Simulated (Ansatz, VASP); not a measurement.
## One calculation of AlRu, two programs

INCAR

```
PREC     = Accurate       # precision mode
ENCUT    = 520            # plane-wave cutoff, eV
EDIFF    = 1E-8           # SCF threshold, eV
ISMEAR   = -1             # smearing method
SIGMA    = 0.05           # smearing width, eV
LREAL    = F              # projectors in reciprocal space
LASPH    = T              # aspherical terms in the spheres
NELM     = 150            # most SCF steps
ALGO     = Normal         # electronic algorithm
ISIF     = 2              # what is computed and relaxed
LWAVE    = F              # write WAVECAR
LCHARG   = F              # write CHGCAR
MAGMOM   = 0 0 0 0 0 0    # initial moments
LORBIT   = 11             # projections on sites
LSORBIT  = T              # spin-orbit coupling
GGA_COMPAT= F            
LORBMOM  = T            
LMAXMIX  = 4              # l up to which the mixer works
GGA      = PE             # functional
LEFG     = T            
NBANDS   = 29             # bands
```

Contents of KPOINTS:

```
regular mesh
0
Gamma
  15 15 15
```

The input POSCAR:

```
AlRu
1.0
    2.9916000000      0.0000000000      0.0000000000
    0.0000000000      2.9916000000      0.0000000000
    0.0000000000      0.0000000000      2.9916000000
Al Ru
1 1
Direct
    0.0000000000      0.0000000000      0.0000000000
    0.5000000000      0.5000000000      0.5000000000
```

Input for Ansatz:

```yaml
crystal:
  lattice:
    - [2.9916, 0.0, 0.0]
    - [0.0, 2.9916, 0.0]
    - [0.0, 0.0, 2.9916]
  atoms:
    - { symbol: Al, position: [0.0, 0.0, 0.0] }
    - { symbol: Ru, position: [0.5, 0.5, 0.5] }
kpoints:
  mp_grid: { grid: [15, 15, 15] }
  band_path:
    path:
      - [0.0, 0.0, 0.0]
      - [0.0, 0.5, 0.0]
      - [0.5, 0.5, 0.0]
      - [0.0, 0.0, 0.0]
      - [0.5, 0.5, 0.5]
      - [0.0, 0.5, 0.0]
      - [0.5, 0.5, 0.5]
      - [0.5, 0.5, 0.0]
    npoints: 5
scf:
  occupations: { method: fermi_dirac, width: 0.05 }
  initial_density: { chi_scale: 0.0 }
hamiltonian:
  xc: pbe
  pseudopotentials: { kind: paw_fr }
output:
  forces: true
  stress: true
  eigenvalues: true
  efg: { contact_densities: true }
  write_density: true
  write_potential: true
  elf: true
  volumetric_format: npy
magnetization:
  noncollinear: true
  spin_orbit: true
```

Alike in both runs: task electric field gradients; functional PBE; k mesh 15 × 15 × 15; occupations fermi-dirac, width 0.05 eV; non-collinear spin, spin-orbit coupling.

|  | VASP | Ansatz |
| --- | --- | --- |
| version | VASP 6.6.1 | Ansatz 0.2.0 |
| potentials or method | VASP PAW PBE potentials, release 64 (Al, Ru_pv) | PAW with Ansatz's default frozen-core files, fully relativistic files with spin-orbit coupling |
| plane-wave cutoff (eV) | 520 | 420 |
| valence electrons in the cell | 17 | 19 |

```tsv
	VASP	Ansatz	Ansatz less VASP
pressure (GPa)	2.6	2.6	-0.01
net moment per atom (μB)	0.00	0.00	0.000
```

With one functional, cell and mesh, what is left measures potentials, basis and numerics. VASP's potentials hold 17 valence electrons a cell and Ansatz's 19, so a difference there can come from the potentials and not from the codes.
